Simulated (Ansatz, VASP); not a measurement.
# CdTe in VASP and in Ansatz

The input INCAR:

```
SYSTEM = CdTe
PREC = Accurate
ENCUT = 500
EDIFF = 1E-6
ISMEAR = 0
SIGMA = 0.02
LREAL = .False.
LASPH = .True.
NELM = 120
ALGO = Normal
ISIF = 2
LWAVE = .False.
LCHARG = .False.
GGA = PE
NBANDS = 16
GGA_COMPAT = .False.
```

File KPOINTS:

```
regular mesh
0
Gamma
  6 6 6
  0 0 0
```

Contents of POSCAR:

```
CdTe
1.0
    0.0000000000      3.2050000000      3.2050000000
    3.2050000000      0.0000000000      3.2050000000
    3.2050000000      3.2050000000      0.0000000000
Cd Te
1 1
Direct
    0.0000000000      0.0000000000      0.0000000000
    0.2500000000      0.2500000000      0.2500000000
```

Input for Ansatz:

```yaml
crystal:
  lattice:
    - [0.0, 3.205, 3.205]
    - [3.205, 0.0, 3.205]
    - [3.205, 3.205, 0.0]
  atoms:
    - { symbol: Cd, position: [0.0, 0.0, 0.0] }
    - { symbol: Te, position: [0.25, 0.25, 0.25] }
basis:
  ecutwfc: 420
kpoints:
  mp_grid: { grid: [6, 6, 6] }
hamiltonian:
  xc: pbe
scf:
  occupations: { method: gaussian, width: 0.02 }
output:
  forces: true
  stress: true
  eigenvalues: true
```

Alike in both runs: task single point; functional PBE; k mesh 6 × 6 × 6; occupations gaussian, width 0.02 eV; no spin polarisation.

|  | VASP | Ansatz |
| --- | --- | --- |
| version | VASP 6.6.1 | Ansatz 0.2.0 |
| potentials or method | VASP PAW PBE potentials, release 64 (Cd, Te), cutoff 500 eV | scalar-relativistic, plane waves, PAW |
| valence electrons in the cell | 18 | 36 |

|  | VASP | Ansatz | Ansatz less VASP |
| --- | --- | --- | --- |
| gap on the k mesh at the Fermi level (eV) | 0.87 | 0.87 | 0.000 |
| least direct gap on the mesh (eV) | 0.87 | 0.87 | 0.000 |
| pressure (GPa) | 4.4 | 4.3 | -0.15 |

VASP's potentials hold 18 valence electrons a cell and Ansatz's 36, so a difference there can come from the potentials and not from the codes.

Spin-orbit coupling is off throughout.
